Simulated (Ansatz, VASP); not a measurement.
**One calculation of As, two programs**

Contents of INCAR:

```
ALGO = Normal ; EDIFF = 1E-6
EDIFFG = -0.005 ; ENCUT = 600
GGA = CA ; IBRION = 2
ISIF = 3 ; ISMEAR = 0
LASPH = T ; LCHARG = F
LREAL = F ; LWAVE = F
NELM = 80 ; NSW = 100
PREC = Accurate ; SIGMA = 0.1
```

The input KPOINTS:

```
k-points
0
Gamma
  12 12 10
```

Contents of POSCAR:

```
As
1.0
    1.8564569571     -5.3851555206      0.0000000000
    1.8564569571      5.3851555206      0.0000000000
    0.0000000000      0.0000000000      4.2076869844
As
4
Direct
    0.1127064696      0.8872935304      0.0534288460
    0.6127064696      0.3872935304      0.4465711540
    0.8872935304      0.1127064696      0.9465711540
    0.3872935304      0.6127064696      0.5534288460
```

Input for Ansatz:

```yaml
crystal:
  lattice:
    - [1.8564569571, -5.3851555206, 0.0]
    - [1.8564569571, 5.3851555206, 0.0]
    - [0.0, 0.0, 4.2076869844]
  atoms:
    - { symbol: As, position: [0.1127064696, 0.8872935304, 0.053428846] }
    - { symbol: As, position: [0.6127064696, 0.3872935304, 0.446571154] }
    - { symbol: As, position: [0.8872935304, 0.1127064696, 0.946571154] }
    - { symbol: As, position: [0.3872935304, 0.6127064696, 0.553428846] }
basis:
  ecutwfc: 420
kpoints:
  mp_grid: { grid: [12, 12, 10] }
hamiltonian:
  xc: lda
scf:
  occupations: { method: gaussian, width: 0.1 }
output:
  forces: true
  stress: true
  eigenvalues: true
  write_density: true
  write_potential: true
  elf: true
  volumetric_format: npy
relax:
  adjacent_minimum: "off"
  f_tol: 0.005
  max_steps: 80
  cell: { stress_tol: 0.05 }
```

Alike in both runs: task relaxation of cell and atoms; functional LDA; k mesh 12 × 12 × 10; occupations gaussian, width 0.1 eV; no spin polarisation.

```csv
,VASP,Ansatz
version,VASP 6.6.1,Ansatz 0.2.0
potentials or method,"VASP PAW LDA potentials, release 64 (As), cutoff 600 eV","scalar-relativistic, plane waves, PAW"
valence electrons in the cell,20,60
```

```tsv
	VASP	Ansatz	Ansatz less VASP
gap on the k mesh at the Fermi level, each at its own relaxed structure (eV)	none	none	-
relaxed volume (Å³/atom)	21.13	21.11	-0.027
relaxed length of the cell vector where the two differ most in proportion (Å)	4.225	4.231	+0.0059
```

LDA's correlation is that of Perdew and Zunger in VASP and of Perdew and Wang (1992) in Ansatz. A gap of «none» marks a metal or a gap that the smearing closes. VASP's potentials hold 20 valence electrons a cell and Ansatz's 60, so a difference there can come from the potentials and not from the codes.
